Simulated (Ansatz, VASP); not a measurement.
Ga: VASP beside Ansatz

```
Ga
1.0
    -1.35614    1.35614    2.26404
     1.35614   -1.35614    2.26404
     1.35614    1.35614   -2.26404
Ga
1
Direct
  0.00000 0.00000 0.00000
```

Change from the starting cell: volume scaled by 0.94.

Alike in both runs: task single point; functional revpbe exchange, lda correlation; k mesh 13 × 13 × 13; occupations gaussian, width 0.1 eV; collinear spin.

|  | VASP | Ansatz |
| --- | --- | --- |
| version | VASP 6.6.1 | Ansatz 0.2.0 |
| potentials or method | VASP PAW PBE potentials, release 64 (Ga_d), cutoff 500 eV | all-electron LAPW, scalar-relativistic |

```tsv
	VASP	Ansatz	Ansatz less VASP
gap on the k mesh at the Fermi level (eV)	none	none	-
pressure (GPa)	19.1	19.0	-0.04
traceless stress, the component that is largest in VASP (GPa)	-0.37	-0.31	+0.060
net moment per atom (μB)	0.00	0.00	0.000
```

VASP's potentials were made for PBE, not for revpbe exchange, lda correlation. A gap of «none» marks a metal or a gap that the smearing closes. Ansatz ran all-electron here, and VASP with PAW potentials.
